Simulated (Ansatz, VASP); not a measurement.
Two plane-wave programs on TaGa2

```
Ta Ga
1.0
    -1.59548    1.59548    4.89725
     1.59548   -1.59548    4.89725
     1.59548    1.59548   -4.89725
Ta Ga
1 2
Direct
  0.00000 0.00000 0.00000
  0.67315 0.67315 0.00000
  0.32685 0.32685 0.00000
```

Alike in both runs: functional PBE; k mesh 20 × 20 × 20; occupations gaussian, width 0.1 eV; no spin polarisation.

Ansatz relaxed the structure, and its values are those at the end. VASP's run is a single point on that final structure, the one shown.

|  | VASP | Ansatz |
| --- | --- | --- |
| version | VASP 6.6.1 | Ansatz 0.2.0 |
| potentials or method | VASP PAW PBE potentials, release 64 (Ta_pv, Ga_d), cutoff 520 eV | scalar-relativistic, plane waves, PAW |
| valence electrons in the cell | 37 | 39 |

|  | VASP | Ansatz | Ansatz less VASP |
| --- | --- | --- | --- |
| gap on the k mesh at the Fermi level (eV) | none | none | - |
| pressure (GPa) | 0.2 | 0.0 | -0.19 |

A gap of «none» marks a metal or a gap that the smearing closes. VASP's potentials hold 37 valence electrons a cell and Ansatz's 39, so a difference there can come from the potentials and not from the codes.

Neither program's run includes spin-orbit coupling.
